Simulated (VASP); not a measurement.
**Al: single point with PBE**

Al, a slab with vacuum:

```
Al
1.0
     2.85749    0.00000    0.00000
    -1.42874    2.47465    0.00000
     0.00000    0.00000   25.33250
Al
5
Cartesian
  2.1431 0.4124 7.9482
  -0.7144 2.0622 10.3194
  0.7144 1.2373 12.6662
  2.1431 0.4124 15.0131
  -0.7144 2.0622 17.3843
```

```json
{
  "Program": "VASP 6.6.1",
  "Task": "single point",
  "Functional": "PBE",
  "Potentials or basis": "VASP PAW PBE potentials, release 64 (Al)",
  "Cutoff": "520 eV",
  "k mesh": "16 × 16 × 1",
  "Occupations": "fermi-dirac, width 0.08 eV",
  "Spin": "no spin polarisation",
  "Dipole correction": "yes",
  "Further INCAR settings": "ALGO = Normal; EDIFF = 1e-06; NBANDS = 16"
}
```

```json
{
  "Band gap on the k mesh": "zero (an odd number of electrons rules out a gap without spin polarisation)"
}
```

Levels at points of the mesh, in eV from the Fermi level:
| k point | band 3 | band 4 | band 5 | band 6 | band 7 | band 8 | band 9 | band 10 | band 11 | band 12 |
| --- | --- | --- | --- | --- | --- | --- | --- | --- | --- | --- |
| (0.00, 0.00, 0.00) | -9.03 | -7.56 | -5.68 | -3.61 | -1.23 | 1.12 | 2.98 | 3.98 | 4.25 | 5.73 |
| (0.50, 0.00, 0.00) | -4.27 | -4.23 | -3.36 | -3.09 | -1.87 | -1.42 | 0.17 | 0.23 | 1.94 | 2.20 |

It took 5.2 min on 1 thread of AMD EPYC 7R13, on a shared host, peak memory 0.33 GiB.
